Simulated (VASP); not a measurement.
Input of a VASP 6.6.1 run:

POSCAR

```
LiCl
1.0
    0.0000000000      2.6288790000      2.6288790000
    2.6288790000      0.0000000000      2.6288790000
    2.6288790000      2.6288790000      0.0000000000
Li Cl
1 1
Direct
    0.0000000000      0.0000000000      0.0000000000
    0.5000000000      0.5000000000      0.5000000000
```

INCAR.step1

```
SYSTEM = LiCl
ALGO = Normal
EDIFF = 1E-4
ENCUT = 520
GGA = PE
ISMEAR = 0
LASPH = .TRUE.
LCHARG = .FALSE.
LREAL = .FALSE.
LWAVE = .TRUE.
NBANDS = 12
NELM = 100
PREC = Accurate
SIGMA = 0.05
```

Contents of INCAR.step2:

```
SYSTEM = LiCl
ALGO = Normal
EDIFF = 1E-6
ENCUT = 520
ISIF = 2
ISMEAR = 0
ISTART = 1
LASPH = .TRUE.
LCHARG = .TRUE.
LELF = .TRUE.
LMIXTAU = .TRUE.
LREAL = .FALSE.
LVHAR = .TRUE.
LWAVE = .FALSE.
METAGGA = R2SCAN
NBANDS = 12
NELM = 100
PREC = Accurate
SIGMA = 0.05
```

KPOINTS

```
k-points
0
G
  8 8 8
  0 0 0
```

Potentials or basis: VASP PAW PBE potentials, release 64 (Li_sv, Cl).

Command:

```bash
$ cat potpaw_PBE.64/Li_sv/POTCAR potpaw_PBE.64/Cl/POTCAR > POTCAR
$ cp INCAR.step1 INCAR
$ mpirun -np 1 vasp_std > vasp.out
$ cp INCAR.step2 INCAR
$ mpirun -np 1 vasp_std > vasp.out
```

Problem. Estimate the band gap on the k mesh.

Solution. 6.88 eV.

Caveat: the cell differs from its parent crystal (strain +0.025 along x and y, +0.025 along z). A k mesh can miss the band edges.
